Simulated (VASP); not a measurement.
# OsPb2Cl4O2 (I4/mmm) in VASP: further runs

Aim: see how the results for OsPb2Cl4O2 move with the level of theory and the settings. Levels: PBEsol, PBE. Tasks: single point.

Everything below comes from runs of VASP 6.6.1. Logs are shortened: lines on timing, memory, paths and dates and some standing lists are left out, and cuts for length are marked.

**1. The cell of the first run**

Symmetry: I4/mmm, No. 139, tetragonal system. Conventional cell: a = 6.909 Å, b = 6.909 Å, c = 8.649 Å, α = 90.00°, β = 90.00°, γ = 90.00°. Os (site symmetry 4/mmm) has 2 O at 1.83 Å and 4 Cl at 2.25 Å within 2.4 Å. Within 2.4 Å of O (site symmetry 4mm) lie 1 Os at 1.83 Å. Within 4.4 Å of Pb (site symmetry -4m2) lie 8 Cl at 3.27 Å and 4 O at 3.47 Å and 4 Os at 4.08 Å and 2 Pb at 4.32 Å. Within 3.0 Å of Cl (site symmetry m2m) lie 1 Os at 2.25 Å and 2 O at 2.90 Å.

**2. Single point, PBEsol**

INCAR reads:

```
SYSTEM = OsPb2Cl4O2
PREC     = Accurate       ! precision mode
ENCUT    = 700            ! plane-wave cutoff, eV
EDIFF    = 1E-6           ! SCF threshold, eV
ISMEAR   = -1             ! smearing method
SIGMA    = 0.0699         ! smearing width, eV
LREAL    = .False.        ! projectors in reciprocal space
LASPH    = .True.         ! aspherical terms in the spheres
NELM     = 120            ! most SCF steps
ALGO     = Normal         ! electronic algorithm
ISIF     = 2              ! what is computed and relaxed
LWAVE    = .False.        ! write WAVECAR
LCHARG   = .True.         ! write CHGCAR
GGA      = PS             ! functional
LELF     = .True.         ! ELF
LVHAR    = .True.       
NBANDS   = 52             ! bands
GGA_COMPAT= .False.
```

KPOINTS reads:

```
Automatic mesh
0
Gamma
  4 4 4
  0 0 0
```

POSCAR reads:

```
OsPb2Cl4O2
1.0
   -3.4545770000      3.4545770000      4.3243980000
    3.4545770000     -3.4545770000      4.3243980000
    3.4545770000      3.4545770000     -4.3243980000
Os O Pb Cl
1 2 2 4
Direct
    0.0000000000      0.0000000000      0.0000000000
    0.2120000000      0.2120000000      0.0000000000
    0.7880000000      0.7880000000      0.0000000000
    0.7500000000      0.2500000000      0.5000000000
    0.2500000000      0.7500000000      0.5000000000
    0.2300000000      0.2300000000      0.4600000000
    0.2300000000      0.7700000000      0.0000000000
    0.7700000000      0.7700000000      0.5400000000
    0.7700000000      0.2300000000      0.0000000000
```

Potentials or basis: VASP PAW PBE potentials, release 64 (Os_sv_GW, O, Pb_d, Cl).

Started as:

```sh
$ cat potpaw_PBE.64/Os_sv_GW/POTCAR potpaw_PBE.64/O/POTCAR potpaw_PBE.64/Pb_d/POTCAR potpaw_PBE.64/Cl/POTCAR > POTCAR
$ mpirun -np 1 vasp_std > vasp.out
```

OUTCAR:

```text
SYSTEM = OsPb2Cl4O2
   PREC = Accurate
   ENCUT = 700
   EDIFF = 1E-6
   ISMEAR = -1
   LREAL = .False.
   LASPH = .True.
   NELM = 120
   ISIF = 2
   GGA = PS

 ion  position               nearest neighbor table
   1  0.000  0.000  0.000-   2 1.83   3 1.83   7 2.25   9 2.25   8 2.25   6 2.25
   2  0.212  0.212  0.000-   1 1.83
   3  0.788  0.788  0.000-   1 1.83
   4  0.750  0.250  0.500-   6 3.27   8 3.27   7 3.27   9 3.27   9 3.27   7 3.27   6 3.27   8 3.27

   5  0.250  0.750  0.500-   6 3.27   8 3.27   7 3.27   9 3.27   7 3.27   9 3.27   6 3.27   8 3.27

   6  0.230  0.230  0.460-   1 2.25   4 3.27   5 3.27   5 3.27   4 3.27
   7  0.230  0.770  0.000-   1 2.25   4 3.27   5 3.27   5 3.27   4 3.27
   8  0.770  0.770  0.540-   1 2.25   4 3.27   5 3.27   4 3.27   5 3.27
   9  0.770  0.230  0.000-   1 2.25   5 3.27   4 3.27   4 3.27   5 3.27

  LATTYP: Found a body centered tetragonal cell.
 ALAT       =     6.9091540000
 C/A-ratio  =     1.2517879903

  Lattice vectors:

 A1 = (  -3.4545770000,   3.4545770000,   4.3243980000)
 A2 = (   3.4545770000,  -3.4545770000,   4.3243980000)
 A3 = (   3.4545770000,   3.4545770000,  -4.3243980000)

Analysis of symmetry for initial positions (statically):
=====================================================================
 Subroutine PRICEL returns:
 Original cell was already a primitive cell.

 Routine SETGRP: Setting up the symmetry group for a
 body centered tetragonal supercell.

 Subroutine GETGRP returns: Found 16 space group operations
 (whereof 16 operations were pure point group operations)
 out of a pool of 16 trial point group operations.

The static configuration has the point symmetry D_4h.

Analysis of symmetry for dynamics (positions and initial velocities):
=====================================================================
 Subroutine PRICEL returns:
 Original cell was already a primitive cell.

 Routine SETGRP: Setting up the symmetry group for a
 body centered tetragonal supercell.

 Subroutine GETGRP returns: Found 16 space group operations
 (whereof 16 operations were pure point group operations)
 out of a pool of 16 trial point group operations.

The dynamic configuration has the point symmetry D_4h.

 Subroutine INISYM returns: Found 16 space group operations
 (whereof 16 operations are pure point group operations),
 and found     1 'primitive' translations

----------------------------------------------------------------------------------------

                                     Primitive cell

  volume of cell :     206.4312

  direct lattice vectors                    reciprocal lattice vectors
    -3.454577000  3.454577000  4.324398000     0.000000000  0.144735520  0.115623030
     3.454577000 -3.454577000  4.324398000     0.144735520  0.000000000  0.115623030
     3.454577000  3.454577000 -4.324398000     0.144735520  0.144735520  0.000000000

  length of vectors
     6.524463393  6.524463393  6.524463393     0.185248633  0.185248633  0.204686936

  position of ions in fractional coordinates (direct lattice)
     0.000000000  0.000000000  0.000000000
     0.212000000  0.212000000  0.000000000
     0.788000000  0.788000000  0.000000000
     0.750000000  0.250000000  0.500000000
     0.250000000  0.750000000  0.500000000
     0.230000000  0.230000000  0.460000000
     0.230000000  0.770000000  0.000000000
     0.770000000  0.770000000  0.540000000
     0.770000000  0.230000000  0.000000000

  ion indices of the primitive-cell ions
   primitive index   ion index
                 1           1
                 2           2
                 3           3
                 4           4
                 5           5
                 6           6
                 7           7
                 8           8
                 9           9

----------------------------------------------------------------------------------------

 KPOINTS: Automatic mesh

Automatic generation of k-mesh.
 Grid dimensions read from file:
 generate k-points for:    4    4    4

 Generating k-lattice:

  Cartesian coordinates                     Fractional coordinates (reciprocal lattice)
     0.000000000  0.036183880  0.028905758     0.250000000  0.000000000  0.000000000
     0.036183880  0.000000000  0.028905758     0.000000000  0.250000000  0.000000000
     0.036183880  0.036183880  0.000000000     0.000000000  0.000000000  0.250000000

  Length of vectors
     0.046312158  0.046312158  0.051171734

  Shift w.r.t. Gamma in fractional coordinates (k-lattice)
     0.000000000  0.000000000  0.000000000

 Subroutine IBZKPT returns following result:
 ===========================================

 Found     13 irreducible k-points:

 Following reciprocal coordinates:
            Coordinates               Weight
  0.000000  0.000000  0.000000      1.000000
  0.250000  0.000000 -0.000000      8.000000
  0.500000  0.000000 -0.000000      4.000000
  0.250000  0.250000 -0.000000      8.000000
  0.500000  0.250000 -0.000000     16.000000
 -0.250000  0.250000  0.000000      4.000000
  0.500000  0.500000 -0.000000      2.000000
  0.250000  0.250000  0.250000      2.000000
 -0.250000  0.250000  0.250000      4.000000
  0.500000  0.500000  0.250000      4.000000
 -0.250000  0.500000  0.250000      8.000000
 -0.250000 -0.250000  0.250000      2.000000
  0.500000  0.500000  0.500000      1.000000
   k-points           NKPTS =     13   k-points in BZ     NKDIM =     13   number of bands    NBANDS=     52
   number of dos      NEDOS =    301   number of ions     NIONS =      9
   total plane-waves  NPLWV = 175616
   dimension x,y,z NGX =    56 NGY =   56 NGZ =   56
   dimension x,y,z NGXF=   112 NGYF=  112 NGZF=  112
   ions per type =               1   2   2   4
   NGX,Y,Z   is equivalent  to a cutoff of  14.27, 14.27, 14.27 a.u.
   NGXF,Y,Z  is equivalent  to a cutoff of  28.54, 28.54, 28.54 a.u.
 SYSTEM =  OsPb2Cl4O2
   PREC   = accura    normal or accurate (medium, high low for compatibility)
   ISTART =      0    job   : 0-new  1-cont  2-samecut
   ICHARG =      2    charge: 1-file 2-atom 10-const
   ISPIN  =      1    spin polarized calculation?
   LNONCOLLINEAR =      F non collinear calculations
   LSORBIT =      F    spin-orbit coupling
   LASPH  =      T    aspherical Exc in radial PAW
   ENCUT  =  700.0 eV  51.45 Ry    7.17 a.u.  14.08 14.08 14.08*2*pi/ulx,y,z
   NELM   =    120;   NELMIN=  2; NELMDL= -5     # of ELM steps
   EDIFF  = 0.1E-05   stopping-criterion for ELM
   LREAL  =      F    real-space projection
   EDIFFG = 0.1E-04   stopping-criterion for IOM
   NSW    =      0    number of steps for IOM
   IBRION =     -1    ionic relax: 0-MD 1-quasi-New 2-CG
   NFREE  =      0    steps in history (QN), initial steepest desc. (CG)
   ISIF   =      2    stress and relaxation
   ISYM   =      2    0-nonsym 1-usesym 2-fastsym
   POTIM  = 0.5000    time-step for ionic-motion
   TEBEG  =    0.0;   TEEND  =   0.0 temperature during run
   PSTRESS=    0.0 pullay stress
   NELECT =      84.0000    total number of electrons
   NUPDOWN=      -1.0000    fix difference up-down
   EMIN   =  10.00;   EMAX   =-10.00  energy-range for DOS
   EFERMI =   0.00;   METHOD = LEGACY
   ISMEAR =    -1;   SIGMA  =   0.07  broadening in eV -4-tet -1-fermi 0-gaus
   EFERMI_NEDOS =   21; number of points for ismear=-14 and -15
   IALGO  =     38    algorithm
   IMIX   =      4    mixing-type and parameters
     AMIX     =   0.40;   BMIX     =  1.00
     AMIX_MAG =   1.60;   BMIX_MAG =  1.00
  volume/ion in A,a.u.               =      22.94       154.79
  Fermi-wavevector in a.u.,A,eV,Ry     =   1.213136  2.292494 20.023677  1.471699
  Thomas-Fermi vector in A             =   2.348598
   LORBIT       =      0    0 simple, 1 ext, 2 COOP (PROOUT), +10 PAW based schemes
   GGA     = PS    functional components
   LHFCALC =     F    Hartree Fock is set to
   AEXX    =    0.0000 exact exchange contribution
   IVDW    =     0    specifies the selected vdW correction
   LEPSILON=     F    determine dielectric tensor
   LRPA    =     F    only Hartree local field effects (RPA)
 non-spin polarized calculation
  energy-cutoff  :      700.00
  volume of cell :      206.43
 maximum number of plane-waves:      8712
   NGX = 29   NGY = 29   NGZ = 29

 number of electron      83.9999999 magnetization

 Free energy of the ion-electron system (eV)
  ---------------------------------------------------
  ext. energy  EPLUGINS =         0.00000000
  ---------------------------------------------------
  free energy    TOTEN  =       -44.63298746 eV

  energy without entropy =      -44.50430238  energy(sigma->0) =      -44.56864492

 E-fermi :   4.8885     XC(G=0):  -9.4458

 val. band max:        4.8770050666   @ k =   0.2500   0.2500  -0.0000
 cond. band min:       4.8954109387   @ k =   0.5000   0.2500  -0.0000
 fundamental gap:      0.0184058721
 Fermi energy:         4.8884554694

 k-point     1 :       0.0000    0.0000    0.0000
  band No.  band energies     occupation
      1     -82.9099      2.00000
      2     -42.5290      2.00000
      3     -42.2543      2.00000
      4     -42.2543      2.00000
      5     -13.9863      2.00000
      6     -13.5241      2.00000
[... 44 lines left out ...]
     51       8.4766      0.00000
     52       9.0191      0.00000

 k-point     2 :       0.2500    0.0000   -0.0000
  band No.  band energies     occupation
      1     -82.9099      2.00000
      2     -42.5290      2.00000
      3     -42.2543      2.00000
      4     -42.2543      2.00000
      5     -13.9733      2.00000
      6     -13.5099      2.00000
[... 44 lines left out ...]
     51       8.6192      0.00000
     52       9.9842      0.00000
[... 548 lines left out ...]
     51       8.0006      0.00000
     52      10.5029      0.00000

 k-point    13 :       0.5000    0.5000    0.5000
  band No.  band energies     occupation
      1     -82.9099      2.00000
      2     -42.5290      2.00000
      3     -42.2543      2.00000
      4     -42.2543      2.00000
      5     -13.9535      2.00000
      6     -13.4854      2.00000
[... 44 lines left out ...]
     51       7.5487      0.00000
     52      11.5675      0.00000

------------------------ aborting loop because EDIFF is reached ----------------------------------------

  FORCE on cell =-STRESS in cart. coord.  units (eV):
  Direction    XX          YY          ZZ          XY          YZ          ZX
  --------------------------------------------------------------------------------------
  -------------------------------------------------------------------------------------
  Total        2.4372735      2.4372735     -2.6064551      0.0000000      0.0000000      0.0000000
  in kB       18.9164419     18.9164419    -20.2295128      0.0000000      0.0000000      0.0000000
  external PRESSURE =       5.8677903 kB  Pullay stress =       0.0000000 kB

 VOLUME and BASIS-vectors are now :
 -----------------------------------------------------------------------------
  energy-cutoff  :      700.00
  volume of cell :      206.43
      direct lattice vectors                 reciprocal lattice vectors
    -3.454577000  3.454577000  4.324398000     0.000000000  0.144735520  0.115623030
     3.454577000 -3.454577000  4.324398000     0.144735520  0.000000000  0.115623030
     3.454577000  3.454577000 -4.324398000     0.144735520  0.144735520  0.000000000

 POSITION                                       TOTAL-FORCE (eV/Angst)
 -----------------------------------------------------------------------------------
      0.00000      0.00000      0.00000        -0.000000     -0.000000      0.000000
      0.00000      0.00000      1.83354        -0.000000     -0.000000      0.292579
      0.00000      0.00000      6.81525        -0.000000     -0.000000     -0.292579
      0.00000      3.45458      2.16220        -0.000000      0.000000      0.000000
      3.45458      0.00000      2.16220        -0.000000     -0.000000      0.000000
      1.58911      1.58911     -0.00000         1.280327      1.280327      0.000000
      1.86547     -1.86547      4.32440        -1.280327      1.280327      0.000000
      1.86547      1.86547      4.32440        -1.280327     -1.280327      0.000000
     -1.86547      1.86547      4.32440         1.280327     -1.280327     -0.000000
 -----------------------------------------------------------------------------------
    total drift:                                0.000000      0.000000      0.000000

  FREE ENERGIE OF THE ION-ELECTRON SYSTEM (eV)
  ---------------------------------------------------
  free  energy   TOTEN  =       -44.6329874641 eV

  energy  without entropy=      -44.5043023790  energy(sigma->0) =      -44.56864492
```

It took 4.5 min on 1 thread of Intel Xeon Platinum 8259CL at 2.50GHz (Skylake/Cascade Lake), shared host; peak memory 0.57 GiB.

What came out:

- Free energy: -44.6330 eV
- Pressure: 0.6 GPa
- Largest force: 1.811 eV/Å
- Band gap on the k mesh: zero (bands 42 and 43 overlap by 0.58 eV)

Forces on the atoms (eV/Å):
```
Os   0.000  0.000  0.000
O    0.000  0.000  0.293
O    0.000  0.000 -0.293
Pb   0.000  0.000  0.000
Pb   0.000  0.000  0.000
Cl   1.280  1.280  0.000
Cl  -1.280  1.280  0.000
Cl  -1.280 -1.280  0.000
Cl   1.280 -1.280  0.000
```

Caveat: the PAW data sets were made with another functional, which shifts forces and pressure a little; spin-orbit coupling is left out, which moves the levels of the heavy elements.

**3. Single point, PBE**

INCAR reads:

```
SYSTEM = OsPb2Cl4O2
PREC = Accurate
ENCUT = 700
EDIFF = 1E-6
ISMEAR = -1
SIGMA = 0.0699
LREAL = .FALSE.
LASPH = .TRUE.
NELM = 120
ALGO = Normal
ISIF = 2
LWAVE = .FALSE.
LCHARG = .TRUE.
GGA = PE
LELF = .TRUE.
LVHAR = .TRUE.
NBANDS = 52
GGA_COMPAT = .FALSE.
```

KPOINTS reads:

```
regular mesh
0
G
  4 4 4
  0 0 0
```

POSCAR is that of step 2.

Potentials or basis: VASP PAW PBE potentials, release 64 (Os_sv_GW, O, Pb_d, Cl).

Started as:

```sh
$ cat potpaw_PBE.64/Os_sv_GW/POTCAR potpaw_PBE.64/O/POTCAR potpaw_PBE.64/Pb_d/POTCAR potpaw_PBE.64/Cl/POTCAR > POTCAR
$ mpirun -np 1 vasp_std > vasp.out
```

Run time: 2.8 min. Hardware: 1 thread of Intel Xeon 6975P-C (Granite Rapids), shared host; peak memory 0.57 GiB.

It converged, with:

* Free energy: -41.6698 eV
* Pressure: 3.8 GPa
* Largest force: 2.162 eV/Å
* Band gap on the k mesh: zero (bands 42 and 43 overlap by 0.58 eV)

Forces on the atoms (eV/Å):
```
Os   0.000  0.000  0.000
O    0.000  0.000  0.785
O    0.000  0.000 -0.785
Pb   0.000  0.000  0.000
Pb   0.000  0.000  0.000
Cl   1.528  1.528  0.000
Cl  -1.528  1.528  0.000
Cl  -1.528 -1.528  0.000
Cl   1.528 -1.528  0.000
```

Stress tensor (GPa, compression positive):
```
4.98 0.00 0.00
0.00 4.98 0.00
0.00 0.00 1.46
```

Levels at points of the mesh, in eV from the Fermi level:
| k point | band 38 | band 39 | band 40 | band 41 | band 42 | band 43 | band 44 | band 45 | band 46 | band 47 |
| --- | --- | --- | --- | --- | --- | --- | --- | --- | --- | --- |
| (0.00, 0.00, 0.00) | -2.75 | -2.75 | -2.65 | -2.44 | -0.22 | -0.22 | 2.11 | 2.11 | 2.25 | 2.38 |
| (0.50, 0.00, 0.00) | -3.00 | -2.88 | -2.65 | -1.78 | -0.09 | -0.02 | 0.25 | 0.48 | 1.41 | 1.66 |
| (0.50, 0.50, 0.00) | -2.89 | -2.77 | -2.70 | -1.45 | -0.15 | 0.24 | 0.42 | 0.49 | 0.91 | 1.44 |
| (0.50, 0.50, 0.50) | -3.36 | -3.36 | -2.86 | -1.53 | -0.89 | 0.22 | 0.22 | 0.60 | 0.60 | 0.73 |

Caveat: the cell stands under pressure; spin-orbit coupling is left out, which moves the levels of the heavy elements; forces of over 1 eV/Å act on the atoms, so gaps and moduli don't describe the material at rest.
